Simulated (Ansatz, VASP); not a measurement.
One calculation of MgO, two programs

File INCAR:

```
SYSTEM = MgO
PREC = Accurate
ENCUT = 840
EDIFF = 1E-6
ISMEAR = 0
SIGMA = 0.01
LREAL = .FALSE.
LASPH = .TRUE.
NELM = 120
ALGO = Normal
ISIF = 2
LWAVE = .FALSE.
LCHARG = .TRUE.
LELF = .TRUE.
LVHAR = .TRUE.
NBANDS = 15
GGA_COMPAT = .FALSE.
```

The input KPOINTS:

```
regular mesh
0
G
  10 10 10
  0 0 0
```

Contents of POSCAR:

```
MgO
1.0
    0.0000000000      2.1021680206      2.1021680206
    2.1021680206      0.0000000000      2.1021680206
    2.1021680206      2.1021680206      0.0000000000
Mg O
1 1
Direct
    0.0000000000      0.0000000000      0.0000000000
    0.5000000000      0.5000000000      0.5000000000
```

Input for Ansatz:

```yaml
crystal:
  lattice:
    - [0.0, 2.1021680206, 2.1021680206]
    - [2.1021680206, 0.0, 2.1021680206]
    - [2.1021680206, 2.1021680206, 0.0]
  atoms:
    - { symbol: Mg, position: [0.0, 0.0, 0.0] }
    - { symbol: O, position: [0.5, 0.5, 0.5] }
kpoints:
  mp_grid: { grid: [10, 10, 10] }
  band_path:
    path:
      - [0.0, 0.0, 0.0]
      - [0.5, 0.0, 0.5]
      - [0.625, 0.25, 0.625]
      - [0.375, 0.375, 0.75]
      - [0.5, 0.5, 0.5]
      - [0.5, 0.25, 0.75]
    npoints: 1
hamiltonian:
  xc: lda
scf:
  occupations: { method: fixed }
  n_extra_bands: 4
output:
  forces: true
  stress: true
  eigenvalues: true
  write_density: true
  write_potential: true
  elf: true
  volumetric_format: npy
```

Alike in both runs: task single point; functional LDA; k mesh 10 × 10 × 10; no spin polarisation.

|  | VASP | Ansatz |
| --- | --- | --- |
| version | VASP 6.6.1 | Ansatz 0.2.0 |
| potentials or method | VASP PAW LDA potentials, release 64 (Mg_sv, O) | plane waves, PAW |
| plane-wave cutoff (eV) | 840 | 420 |
| occupations | gaussian, width 0.01 eV | fixed |
| valence electrons in the cell | 16 | 16 |

VASP gave:

```
gap on the k mesh at the Fermi level (eV) : 4.72
pressure (GPa)                            : -4.7
```

Question: Which values does Ansatz return?

Answer: gap on the k mesh at the Fermi level (eV): 4.71; pressure (GPa): -5.2.

LDA's correlation is that of Perdew and Zunger in VASP and of Perdew and Wang (1992) in Ansatz.
